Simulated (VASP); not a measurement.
Runs of VASP 6.6.1 on GaN. The structure is that of space group P6_3mc (No. 186), or close to it. The cells are those of the table. 

```tsv
level	cell	k mesh	grid for exact exchange (PRECFOCK)	gap on the mesh (eV)	pressure (GPa)	largest force (eV/Å)
RPBE+D4	a = 3.115, b = 3.115, c = 5.061 Å, angles 90.0, 90.0, 120.0°, 4 atoms	10 × 10 × 5	-	2.45	11.3	0.14
r2SCAN+D4	a = 3.115, b = 3.115, c = 5.061 Å, angles 90.0, 90.0, 120.0°, 4 atoms	10 × 10 × 5	-	(a)	14.4	0.16
PBEsol	a = 3.156, b = 3.156, c = 5.143 Å, angles 90.0, 90.0, 120.0°, 4 atoms	10 × 10 × 5	-	2.06	4.8	-
RPBE+D4	a = 3.137, b = 3.137, c = 5.096 Å, angles 90.0, 90.0, 120.0°, 4 atoms	10 × 10 × 5	-	2.31	6.5	0.13
r2SCAN0	a = 3.166, b = 3.166, c = 5.146 Å, angles 90.0, 90.0, 120.0°, 4 atoms	5 × 5 × 3	Normal	(b)	1.1	-
```

Alike in all rows: task single point; potentials or basis VASP PAW PBE potentials, release 64 (Ga_d, N); no spin polarisation; cutoff (eV) 520; smearing fermi-dirac 0.05 eV.

Problem. Estimate the missing entries.

Solution. (a) 2.81; (b) 4.39.

Caveats: some runs use coarse meshes; the PAW data sets were made with another functional, which shifts forces and pressure a little.

A k mesh can miss the band edges, and the runs leave out spin-orbit coupling on Ga.
